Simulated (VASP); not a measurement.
Runs of VASP 6.6.1 on LiTlS2. Symmetry: P-4m2, No. 115, tetragonal system. The conventional cell has a = 4.067 Å, b = 4.067 Å, c = 5.719 Å, α = 90.00°, β = 90.00°, γ = 90.00°. Li (site symmetry -4m2) has 4 S at 2.42 Å within 3.2 Å. S (site symmetry 2mm) has 2 Li at 2.42 Å and 2 Tl at 2.55 Å within 3.2 Å. Within 3.4 Å of Tl (site symmetry -4m2) lie 4 S at 2.55 Å. 

```csv
level,potentials or basis,k mesh,grid for exact exchange (PRECFOCK),screening parameter,gap on the mesh (eV),largest force (eV/Å)
LDA,"VASP PAW LDA potentials, release 64 (Li_sv, S, Tl_d)",4 × 4 × 2,-,-,0.76,(a)
HSE06,"VASP PAW PBE potentials, release 64 (Li_sv, S, Tl_d)",4 × 4 × 2,Normal,0.2079 1/Å,(b),0.17
PBE,"VASP PAW PBE potentials, release 64 (Li_sv, S, Tl_d)",4 × 4 × 2,-,-,0.93,0.17
PBE,"VASP PAW PBE potentials, release 64 (Li_sv, S, Tl_d)",6 × 6 × 4,-,-,0.93,0.16
r2SCAN,"VASP PAW PBE potentials, release 64 (Li_sv, S, Tl_d)",4 × 4 × 2,-,-,1.21,0.01
```

Alike in all rows: task single point; no spin polarisation; cell as given; cutoff (eV) 520; smearing gaussian 0.01 eV.

Problem. Estimate the missing entries.

Solution. (a) 0.05; (b) 1.80.

Caveats: some runs use coarse meshes; spin-orbit coupling is left out, which moves the levels of the heavy elements; the PAW data sets were made with another functional, which shifts forces and pressure a little (some runs).

A k mesh can miss the band edges, and the runs leave out spin-orbit coupling on Tl.
